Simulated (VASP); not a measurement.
Crystal: VOs.

```xyz
2
Lattice="2.7634 0.0000 0.0000 -1.3817 2.3932 0.0000 0.0000 0.0000 4.2580" Properties=species:S:1:pos:R:3 pbc="T T T"
V     1.3817    0.7977    0.0000
Os    0.0000    0.0000    2.1290
```

Base run:

* Program: VASP 6.6.1
* Functional: LDA
* Potentials or basis: VASP PAW LDA potentials, release 64 (V_sv, Os)
* Cutoff: 520 eV
* k mesh: 11 × 11 × 7
* Occupations: fermi-dirac, width 0.1 eV
* Spin: collinear spin, ferromagnetic start
* Starting moments: [0.34, 0.02] μB
* Fixed moment: 0.4 μB

Its results: pressure -15.1 GPa; site moments V +0.31; Os +0.03 μB.

The run is repeated on the same cell with these changes: fixed moment from 0.4 μB to 1.4 μB; moments at the start from [0.34, 0.02] to [1.11, 0.15]. What comes out?

Pressure -12.9 GPa; site moments V +1.03; Os +0.20 μB.

Caveats: the total moment is fixed, so each spin has its own Fermi level.
